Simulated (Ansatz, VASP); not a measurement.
## B in VASP and in Ansatz

POSCAR

```
B
1.0
   -1.8728847213      1.8728847213      1.0216931879
    1.8728847213     -1.8728847213      1.0216931879
    1.8728847213      1.8728847213     -1.0216931879
B
2
Direct
    0.0000000000      0.0000000000      0.0000000000
    0.7500000000      0.2500000000      0.5000000000
```

The input INCAR.step1:

```
  PREC = Accurate
  ENCUT = 600
  ISMEAR = 0
  SIGMA = 0.1
  LREAL = False
  LASPH = True
  NELM = 60
  GGA = PE
  ALGO = Normal
  EDIFF = 1E-4
  LWAVE = True
  LCHARG = False
```

Contents of INCAR.step2:

```
  PREC = Accurate
  ENCUT = 600
  EDIFF = 1E-6
  ISMEAR = 0
  SIGMA = 0.1
  LREAL = False
  LASPH = True
  NELM = 60
  ALGO = Normal
  ISIF = 3
  LWAVE = False
  LCHARG = False
  METAGGA = R2SCAN
  LMIXTAU = True
  IBRION = 2
  NSW = 90
  EDIFFG = -0.04
  ISTART = 1
```

Contents of KPOINTS:

```
regular mesh
0
Gamma
  10 10 10
```

Input for Ansatz:

```yaml
crystal:
  lattice:
    - [-1.8728847213, 1.8728847213, 1.0216931879]
    - [1.8728847213, -1.8728847213, 1.0216931879]
    - [1.8728847213, 1.8728847213, -1.0216931879]
  atoms:
    - { symbol: B, position: [0.0, 0.0, 0.0] }
    - { symbol: B, position: [0.75, 0.25, 0.5] }
basis:
  ecutwfc: 500
kpoints:
  mp_grid: { grid: [10, 10, 10] }
hamiltonian:
  xc: r2scan
scf:
  occupations: { method: gaussian, width: 0.1 }
  lower_state_search: "off"
output:
  forces: true
  stress: true
  eigenvalues: true
relax:
  adjacent_minimum: "off"
  f_tol: 0.04
  max_steps: 70
  cell: { stress_tol: 0.4 }
```

Alike in both runs: task relaxation of cell and atoms; functional r2SCAN; k mesh 10 × 10 × 10; occupations gaussian, width 0.1 eV; no spin polarisation.

|  | VASP | Ansatz |
| --- | --- | --- |
| version | VASP 6.6.1 | Ansatz 0.2.0 |
| potentials or method | VASP PAW PBE potentials, release 64 (B), cutoff 600 eV | scalar-relativistic, plane waves, PAW |
| valence electrons in the cell | 6 | 6 |

|  | VASP | Ansatz | Ansatz less VASP |
| --- | --- | --- | --- |
| gap on the k mesh at the Fermi level, each at its own relaxed structure (eV) | none | none | - |
| relaxed volume (Å³/atom) | 8.24 | 8.20 | -0.039 |
| relaxed cell length with the largest relative difference (Å) | 3.319 | 3.311 | -0.0077 |

VASP's potentials were made for PBE, not for r2SCAN. A gap of «none» marks a metal or a gap that the smearing closes.
